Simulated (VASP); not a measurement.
Set up this calculation in VASP 6.6.1, as the native input.

```yaml
Task: single point
Functional: RPBE
Potentials_or_basis: VASP PAW PBE potentials, release 64 (C)
Cutoff: 520 eV
k_mesh: 17 × 17 × 19
Occupations: fermi-dirac, width 0.1 eV
Spin: no spin polarisation
Dipole_correction: no
Further_INCAR_settings: ALGO = Normal; EDIFF = 1e-06; NBANDS = 11; ISYM = 0
```

The structure of C lies in POSCAR:

```
C
1.0
   -1.2158414726      1.2158407564      1.7194324419
    1.2158407564     -1.2158414726      1.7194324419
    1.2158444250      1.2158444250     -1.7194337537
C
2
Direct
    0.9999999494      0.0000000506      0.0000000000
    0.7500000506      0.2499999494      0.5000000000
```

This cell differs from its parent crystal: volume scaled by 0.88.

These files were run (other wordings do the same):

INCAR

```
SYSTEM = C
PREC = Accurate
ENCUT = 520
EDIFF = 1E-6
ISMEAR = -1
SIGMA = 0.1
LREAL = .False.
LASPH = .True.
NELM = 100
ALGO = Normal
ISIF = 2
LWAVE = .False.
LCHARG = .False.
GGA = RP
NBANDS = 11
ISYM = 0
```

KPOINTS

```
regular mesh
0
Gamma
  17 17 19
  0 0 0
```

Potentials or basis: VASP PAW PBE potentials, release 64 (C).

Launch:

```bash
$ cat potpaw_PBE.64/C/POTCAR > POTCAR
$ mpirun -np 1 vasp_std > vasp.out
```

Results of the run:

```yaml
Pressure: 68.6 GPa
Band_gap_on_the_k_mesh: 4.36 eV, indirect (least direct gap 5.89 eV)
```

Caveat: the PAW data sets were made with another functional, which shifts forces and pressure a little.

It took 3 min on 1 thread of Intel(R) Xeon(R) Platinum 8375C CPU @ 2.90GHz (Ice Lake), on a shared host, peak memory 0.34 GiB.
